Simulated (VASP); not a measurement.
Write the native input for VASP 6.6.1 that does the following.

- Task: single point
- Functional: PBE
- Potentials or basis: VASP PAW PBE potentials, release 64 (Lu, Hf_pv, O)
- Cutoff: 520 eV
- k mesh: 6 × 6 × 6
- Occupations: gaussian, width 0.1 eV
- Spin: no spin polarisation
- Dipole correction: no
- Further INCAR settings: ALGO = Normal; EDIFF = 1e-06; NBANDS = 32

The structure of LuHfO2 lies in POSCAR:

```
LuHfO2
1.0
    1.6031511481      0.9255797454      5.7309119350
   -1.6031511481      0.9255797454      5.7309119350
    0.0000000000     -1.8511594953      5.7309119342
Lu Hf O
1 1 2
Direct
    0.5000000000      0.5000000000      0.5000000000
    0.0000000000      0.0000000000      0.0000000000
    0.2443635815      0.2443635815      0.2443635815
    0.7556364185      0.7556364185      0.7556364185
```

The cell was generated, and may not be a known phase.

The input as run:

INCAR

```
SYSTEM = LuHfO2
  PREC = Accurate
  ENCUT = 520
  EDIFF = 1E-6
  ISMEAR = 0
  SIGMA = 0.1
  LREAL = .FALSE.
  LASPH = .TRUE.
  NELM = 80
  ALGO = Normal
  ISIF = 2
  LWAVE = .FALSE.
  LCHARG = .FALSE.
  GGA = PE
  NBANDS = 32
```

KPOINTS

```
regular mesh
0
G
  6 6 6
  0 0 0
```

Potentials or basis: VASP PAW PBE potentials, release 64 (Lu, Hf_pv, O).

The run is started by

```bash
$ cat potpaw_PBE.64/Lu/POTCAR potpaw_PBE.64/Hf_pv/POTCAR potpaw_PBE.64/O/POTCAR > POTCAR
$ mpirun -np 1 vasp_std > vasp.out
```

It gave:

```json
{
 "Pressure": "-0.5 GPa",
 "Largest force": "0.188 eV/Å",
 "Band gap on the k mesh": "zero (an odd number of electrons rules out a gap without spin polarisation)"
}
```

Caveat: the k points lie up to 0.38 Å⁻¹ apart, too coarse for converged energies and pressures of a metal; spin-orbit coupling is left out, which moves the levels of the heavy elements; an odd number of electrons without spin polarisation forces a metal; a magnetic or distorted state may lie lower.

Wall time 2.4 min on 1 thread of Intel(R) Xeon(R) Platinum 8488C (Sapphire Rapids), with other jobs on the host, peak memory 0.38 GiB.
